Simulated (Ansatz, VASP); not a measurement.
## Ba in VASP and in Ansatz

```
CELL_PARAMETERS angstrom
14.00000 0.00000 0.00000
0.00000 14.40000 0.00000
0.00000 0.00000 14.80000
ATOMIC_POSITIONS crystal
Ba 0.50000 0.50000 0.50000
```

Alike in both runs: task single point; functional RPBE; k mesh 1 × 1 × 1; occupations fermi-dirac, width 0.01 eV; collinear spin.

|  | VASP | Ansatz |
| --- | --- | --- |
| version | VASP 6.6.1 | Ansatz 0.2.0 |
| potentials or method | VASP PAW PBE potentials, release 64 (Ba_sv), cutoff 520 eV | plane waves (420 eV) with PAW, scalar-relativistic |
| valence electrons in the cell | 10 | 10 |

```tsv
	VASP	Ansatz	Ansatz less VASP
gap on the k mesh at the Fermi level (eV)	1.20	1.20	-0.004
net moment per atom (μB)	0.00	0.00	0.000
```

VASP's potentials were made for PBE, not for RPBE. With one functional, cell and mesh, what is left measures potentials, basis and numerics. Ansatz's warnings: seeded moment not kept, stability check not made, xc potential rough in thin density.

Neither program's run includes spin-orbit coupling.
